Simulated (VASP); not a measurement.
# CoW3 (Fm-3m) in VASP: notebook

The runs below take CoW3 through single point, with PBEsol.

Program: VASP 6.6.1. These are calculated values, not measurements. Logs are shortened: lines on timing, memory, paths and dates and some standing lists are left out, and cuts for length are marked.

### 1 The cell of the first run

The structure is cubic, space group Fm-3m (No. 225). Conventional cell: a = 6.144 Å, b = 6.144 Å, c = 6.144 Å, α = 90.00°, β = 90.00°, γ = 90.00°. Within 3.5 Å of W (site symmetry -43m) lie 10 W at 2.66 to 3.07 Å and 4 Co at 2.66 Å. Within 3.5 Å of W (site symmetry m-3m) lie 8 W at 2.66 Å and 6 Co at 3.07 Å. Co (site symmetry m-3m) has 14 W at 2.66 to 3.07 Å within 3.5 Å.

### 2 Single point, PBEsol, collinear spin

Input file INCAR:

```
SYSTEM = CoW3
PREC     = Accurate       ! precision mode
ENCUT    = 520            ! plane-wave cutoff, eV
EDIFF    = 1E-7           ! SCF threshold, eV
ISMEAR   = 0              ! smearing method
SIGMA    = 0.1            ! smearing width, eV
LREAL    = .False.        ! projectors in reciprocal space
LASPH    = .True.         ! aspherical terms in the spheres
NELM     = 150            ! most SCF steps
ALGO     = Normal         ! electronic algorithm
ISIF     = 2              ! what is computed and relaxed
LWAVE    = .False.        ! write WAVECAR
LCHARG   = .False.        ! write CHGCAR
ISPIN    = 2              ! spin polarisation
MAGMOM   = 0.22 0.22 0.04 1.47 ! initial moments
LORBIT   = 11             ! projections on sites
NUPDOWN  = 1.88           ! fixed moment
LMAXMIX  = 4              ! l up to which the mixer works
GGA      = PS             ! functional
NBANDS   = 38             ! bands
```

Input file KPOINTS:

```
Automatic mesh
0
Gamma
  12 12 12
  0 0 0
```

Input file POSCAR:

```
CoW3
1.0
    0.0000000000      3.0720842694      3.0720842694
    3.0720842694      0.0000000000      3.0720842694
    3.0720842694      3.0720842694      0.0000000000
W Co
3 1
Direct
    0.2500000000      0.2500000000      0.2500000000
    0.7500000000      0.7500000000      0.7500000000
    0.5000000000      0.5000000000      0.5000000000
    0.0000000000      0.0000000000      0.0000000000
```

Potentials or basis: VASP PAW PBE potentials, release 64 (W_sv, Co).

Launch:

```sh
> cat potpaw_PBE.64/W_sv/POTCAR potpaw_PBE.64/Co/POTCAR > POTCAR
> mpirun -np 1 vasp_std > vasp.out
```

OUTCAR:

```text
SYSTEM = CoW3
   PREC = Accurate
   ENCUT = 520
   EDIFF = 1E-7
   ISMEAR = 0
   LREAL = .False.
   LASPH = .True.
   NELM = 150
   ISIF = 2
   ISPIN = 2
   LORBIT = 11
   NUPDOWN = 1.88
   GGA = PS

 ion  position               nearest neighbor table
   1  0.250  0.250  0.250-   4 2.66   4 2.66   4 2.66   3 2.66   4 2.66   3 2.66   3 2.66   3 2.66
                             2 3.07   2 3.07   2 3.07   2 3.07   2 3.07   2 3.07
   2  0.750  0.750  0.750-   3 2.66   3 2.66   3 2.66   3 2.66   4 2.66   4 2.66   4 2.66   4 2.66
                             1 3.07   1 3.07   1 3.07   1 3.07   1 3.07   1 3.07
   3  0.500  0.500  0.500-   1 2.66   1 2.66   1 2.66   1 2.66   2 2.66   2 2.66   2 2.66   2 2.66
                             4 3.07   4 3.07   4 3.07   4 3.07   4 3.07   4 3.07
   4  0.000  0.000  0.000-   2 2.66   2 2.66   2 2.66   1 2.66   2 2.66   1 2.66   1 2.66   1 2.66
                             3 3.07   3 3.07   3 3.07   3 3.07   3 3.07   3 3.07

  LATTYP: Found a face centered cubic cell.
 ALAT       =     6.1441685388

  Lattice vectors:

 A1 = (   0.0000000000,   3.0720842694,   3.0720842694)
 A2 = (   3.0720842694,   0.0000000000,   3.0720842694)
 A3 = (   3.0720842694,   3.0720842694,   0.0000000000)

Analysis of symmetry for initial positions (statically):
=====================================================================
 Subroutine PRICEL returns:
 Original cell was already a primitive cell.

 Routine SETGRP: Setting up the symmetry group for a
 face centered cubic supercell.

 Subroutine GETGRP returns: Found 48 space group operations
 (whereof 48 operations were pure point group operations)
 out of a pool of 48 trial point group operations.

The static configuration has the point symmetry O_h .

Analysis of symmetry for dynamics (positions and initial velocities):
=====================================================================
 Subroutine PRICEL returns:
 Original cell was already a primitive cell.

 Routine SETGRP: Setting up the symmetry group for a
 face centered cubic supercell.

 Subroutine GETGRP returns: Found 48 space group operations
 (whereof 48 operations were pure point group operations)
 out of a pool of 48 trial point group operations.

The dynamic configuration has the point symmetry O_h .

Analysis of structural, dynamic, and magnetic symmetry:
=====================================================================
 Subroutine PRICEL returns:
 Original cell was already a primitive cell.

 Routine SETGRP: Setting up the symmetry group for a
 face centered cubic supercell.

 Subroutine GETGRP returns: Found 48 space group operations
 (whereof 48 operations were pure point group operations)
 out of a pool of 48 trial point group operations.

The overall configuration has the point symmetry O_h .

 Subroutine INISYM returns: Found 48 space group operations
 (whereof 48 operations are pure point group operations),
 and found     1 'primitive' translations

----------------------------------------------------------------------------------------

                                     Primitive cell

  volume of cell :      57.9868

  direct lattice vectors                    reciprocal lattice vectors
     0.000000000  3.072084269  3.072084269    -0.162755952  0.162755952  0.162755952
     3.072084269  0.000000000  3.072084269     0.162755952 -0.162755952  0.162755952
     3.072084269  3.072084269  0.000000000     0.162755952  0.162755952 -0.162755952

  length of vectors
     4.344583239  4.344583239  4.344583239     0.281901578  0.281901578  0.281901578

  position of ions in fractional coordinates (direct lattice)
     0.250000000  0.250000000  0.250000000
     0.750000000  0.750000000  0.750000000
     0.500000000  0.500000000  0.500000000
     0.000000000  0.000000000  0.000000000

  ion indices of the primitive-cell ions
   primitive index   ion index
                 1           1
                 2           2
                 3           3
                 4           4

----------------------------------------------------------------------------------------

 KPOINTS: Automatic mesh

Automatic generation of k-mesh.
 Grid dimensions read from file:
 generate k-points for:   12   12   12

 Generating k-lattice:

  Cartesian coordinates                     Fractional coordinates (reciprocal lattice)
    -0.013562996  0.013562996  0.013562996     0.083333333  0.000000000  0.000000000
     0.013562996 -0.013562996  0.013562996     0.000000000  0.083333333  0.000000000
     0.013562996  0.013562996 -0.013562996     0.000000000  0.000000000  0.083333333

  Length of vectors
     0.023491798  0.023491798  0.023491798

  Shift w.r.t. Gamma in fractional coordinates (k-lattice)
     0.000000000  0.000000000  0.000000000

 Subroutine IBZKPT returns following result:
 ===========================================

 Found     72 irreducible k-points:

 Following reciprocal coordinates:
            Coordinates               Weight
  0.000000  0.000000  0.000000      1.000000
  0.083333  0.000000  0.000000      8.000000
  0.166667  0.000000  0.000000      8.000000
  0.250000  0.000000  0.000000      8.000000
  0.333333  0.000000  0.000000      8.000000
  0.416667  0.000000  0.000000      8.000000
[... 16 lines left out ...]
  0.500000  0.166667  0.000000     24.000000
 -0.416667  0.166667  0.000000     24.000000
 [... further k-points ...]
   k-points           NKPTS =     72   k-points in BZ     NKDIM =     72   number of bands    NBANDS=     38
   number of dos      NEDOS =    301   number of ions     NIONS =      4
   total plane-waves  NPLWV =  32768
   dimension x,y,z NGX =    32 NGY =   32 NGZ =   32
   dimension x,y,z NGXF=    64 NGYF=   64 NGZF=   64
   ions per type =               3   1
   NGX,Y,Z   is equivalent  to a cutoff of  12.24, 12.24, 12.24 a.u.
   NGXF,Y,Z  is equivalent  to a cutoff of  24.49, 24.49, 24.49 a.u.
 SYSTEM =  CoW3
   PREC   = accura    normal or accurate (medium, high low for compatibility)
   ISTART =      0    job   : 0-new  1-cont  2-samecut
   ICHARG =      2    charge: 1-file 2-atom 10-const
   ISPIN  =      2    spin polarized calculation?
   LNONCOLLINEAR =      F non collinear calculations
   LSORBIT =      F    spin-orbit coupling
   LASPH  =      T    aspherical Exc in radial PAW
   ENCUT  =  520.0 eV  38.22 Ry    6.18 a.u.   8.08  8.08  8.08*2*pi/ulx,y,z
   NELM   =    150;   NELMIN=  2; NELMDL= -5     # of ELM steps
   EDIFF  = 0.1E-06   stopping-criterion for ELM
   LREAL  =      F    real-space projection
   EDIFFG = 0.1E-05   stopping-criterion for IOM
   NSW    =      0    number of steps for IOM
   IBRION =     -1    ionic relax: 0-MD 1-quasi-New 2-CG
   NFREE  =      0    steps in history (QN), initial steepest desc. (CG)
   ISIF   =      2    stress and relaxation
   ISYM   =      2    0-nonsym 1-usesym 2-fastsym
   POTIM  = 0.5000    time-step for ionic-motion
   TEBEG  =    0.0;   TEEND  =   0.0 temperature during run
   PSTRESS=    0.0 pullay stress
   NELECT =      51.0000    total number of electrons
   NUPDOWN=       1.8800    fix difference up-down
   EMIN   =  10.00;   EMAX   =-10.00  energy-range for DOS
   EFERMI =   0.00;   METHOD = LEGACY
   ISMEAR =     0;   SIGMA  =   0.10  broadening in eV -4-tet -1-fermi 0-gaus
   EFERMI_NEDOS =   21; number of points for ismear=-14 and -15
   IALGO  =     38    algorithm
   IMIX   =      4    mixing-type and parameters
     AMIX     =   0.40;   BMIX     =  1.00
     AMIX_MAG =   1.60;   BMIX_MAG =  1.00
  volume/ion in A,a.u.               =      14.50        97.83
  Fermi-wavevector in a.u.,A,eV,Ry     =   1.568514  2.964062 33.473550  2.460237
  Thomas-Fermi vector in A             =   2.670534
   LORBIT       =     11    0 simple, 1 ext, 2 COOP (PROOUT), +10 PAW based schemes
   GGA     = PS    functional components
   LHFCALC =     F    Hartree Fock is set to
   AEXX    =    0.0000 exact exchange contribution
   IVDW    =     0    specifies the selected vdW correction
   LEPSILON=     F    determine dielectric tensor
   LRPA    =     F    only Hartree local field effects (RPA)
 spin polarized calculation
 Gauss-broadening in eV      SIGMA  =   0.10
  energy-cutoff  :      520.00
  volume of cell :       57.99
 maximum number of plane-waves:      1588
   NGX = 17   NGY = 17   NGZ = 17

 number of electron      50.9999996 magnetization       1.8800052

 Free energy of the ion-electron system (eV)
  ---------------------------------------------------
  ext. energy  EPLUGINS =         0.00000000
  ---------------------------------------------------
  free energy    TOTEN  =       -48.14071193 eV

  energy without entropy =      -48.11665632  energy(sigma->0) =      -48.12868412

 E-fermi :  11.0880     XC(G=0): -13.7585

 val. band max:       11.2296012338   @ k =  -0.4167   0.4167   0.1667
 cond. band min:      11.0908001892   @ k =   0.5000   0.4167   0.0833
 fundamental gap:     -0.1388010446
 Fermi energy:        11.2305747477

 spin component 1

 k-point     1 :       0.0000    0.0000    0.0000
  band No.  band energies     occupation
      1     -62.9728      1.00000
      2     -62.9036      1.00000
      3     -62.4423      1.00000
      4     -27.3563      1.00000
      5     -27.3563      1.00000
      6     -27.3563      1.00000
[... 29 lines left out ...]
     36      19.3553      0.00000
     37      19.3553      0.00000

 k-point     2 :       0.0833    0.0000    0.0000
  band No.  band energies     occupation
      1     -62.9708      1.00000
      2     -62.9043      1.00000
      3     -62.4437      1.00000
      4     -27.4130      1.00000
      5     -27.3852      1.00000
      6     -27.3852      1.00000
[... 29 lines left out ...]
     36      19.4813      0.00000
     37      19.4813      0.00000
[... 838 lines left out ...]
     36      18.8803      0.00000
     37      20.3155      0.00000

 k-point    24 :      -0.4167    0.1667    0.0000
  band No.  band energies     occupation
      1     -62.9301      1.00000
      2     -62.9234      1.00000
      3     -62.4665      1.00000
      4     -27.5642      1.00000
      5     -27.5565      1.00000
      6     -27.4436      1.00000
[... 29 lines left out ...]
     36      18.8145      0.00000
     37      20.2859      0.00000

 [... further k-points ...]

 spin component 2

 k-point     1 :       0.0000    0.0000    0.0000
  band No.  band energies     occupation
      1     -62.8731      1.00000
      2     -62.7986      1.00000
      3     -62.4200      1.00000
      4     -27.2610      1.00000
      5     -27.2610      1.00000
      6     -27.2610      1.00000
[... 29 lines left out ...]
     36      19.4847      0.00000
     37      19.4847      0.00000

 k-point     2 :       0.0833    0.0000    0.0000
  band No.  band energies     occupation
      1     -62.8709      1.00000
      2     -62.7994      1.00000
      3     -62.4216      1.00000
      4     -27.3060      1.00000
      5     -27.2838      1.00000
      6     -27.2838      1.00000
[... 29 lines left out ...]
     36      19.6168      0.00000
     37      19.6168      0.00000
[... 838 lines left out ...]
     36      19.0672      0.00000
     37      20.5419      0.00000

 k-point    24 :      -0.4167    0.1667    0.0000
  band No.  band energies     occupation
      1     -62.8262      1.00000
      2     -62.8183      1.00000
      3     -62.4484      1.00000
      4     -27.4625      1.00000
      5     -27.4504      1.00000
      6     -27.3413      1.00000
[... 29 lines left out ...]
     36      18.9947      0.00000
     37      20.5231      0.00000

 [... further k-points ...]

 [bands above 37 left out]

------------------------ aborting loop because EDIFF is reached ----------------------------------------

  FORCE on cell =-STRESS in cart. coord.  units (eV):
  Direction    XX          YY          ZZ          XY          YZ          ZX
  --------------------------------------------------------------------------------------
  -------------------------------------------------------------------------------------
  Total        0.4534995      0.4534995      0.4534995     -0.0000000      0.0000000     -0.0000000
  in kB       12.5301995     12.5301995     12.5301995     -0.0000000      0.0000000     -0.0000000
  external PRESSURE =      12.5301995 kB  Pullay stress =       0.0000000 kB

 VOLUME and BASIS-vectors are now :
 -----------------------------------------------------------------------------
  energy-cutoff  :      520.00
  volume of cell :       57.99
      direct lattice vectors                 reciprocal lattice vectors
     0.000000000  3.072084269  3.072084269    -0.162755952  0.162755952  0.162755952
     3.072084269  0.000000000  3.072084269     0.162755952 -0.162755952  0.162755952
     3.072084269  3.072084269  0.000000000     0.162755952  0.162755952 -0.162755952

 POSITION                                       TOTAL-FORCE (eV/Angst)
 -----------------------------------------------------------------------------------
      1.53604      1.53604      1.53604        -0.000000     -0.000000     -0.000000
      4.60813      4.60813      4.60813         0.000000      0.000000      0.000000
      3.07208      3.07208      3.07208         0.000000      0.000000      0.000000
      0.00000      0.00000      0.00000         0.000000      0.000000      0.000000
 -----------------------------------------------------------------------------------
    total drift:                               -0.000000     -0.000000      0.000000

  FREE ENERGIE OF THE ION-ELECTRON SYSTEM (eV)
  ---------------------------------------------------
  free  energy   TOTEN  =       -48.1407119279 eV

  energy  without entropy=      -48.1166563185  energy(sigma->0) =      -48.12868412

 total charge

# of ion       s       p       d       tot
------------------------------------------
    1        2.406   6.336   3.340  12.081
    2        2.406   6.336   3.340  12.081
    3        2.458   6.321   3.536  12.316
    4        0.461   0.568   7.257   8.286
--------------------------------------------------
tot          7.731  19.560  17.473  44.764

 magnetization (x)

# of ion       s       p       d       tot
------------------------------------------
    1        0.001   0.004   0.222   0.227
    2        0.001   0.004   0.222   0.227
    3        0.012   0.020   0.021   0.053
    4        0.003   0.005   1.295   1.303
--------------------------------------------------
tot          0.017   0.033   1.761   1.810
```

Wall time 6.6 min (1 thread of Intel Xeon 8259CL, shared host); peak memory 0.36 GiB.

What came out:

- Free energy: -48.1407 eV
- Pressure: 1.3 GPa
- Net moment: 1.88 μB per cell
- Site moments: W +0.23, +0.05 (each value once); Co +1.30 μB
- Valence electrons inside the program's atomic spheres: W 12.08, 12.32 (each value once); Co 8.29

Caveat: the PAW data sets were made with another functional, which shifts forces and pressure a little; spin-orbit coupling is left out, which moves the levels of the heavy elements; the total moment is fixed, so each spin has its own Fermi level.

[end of part 1 of 2]
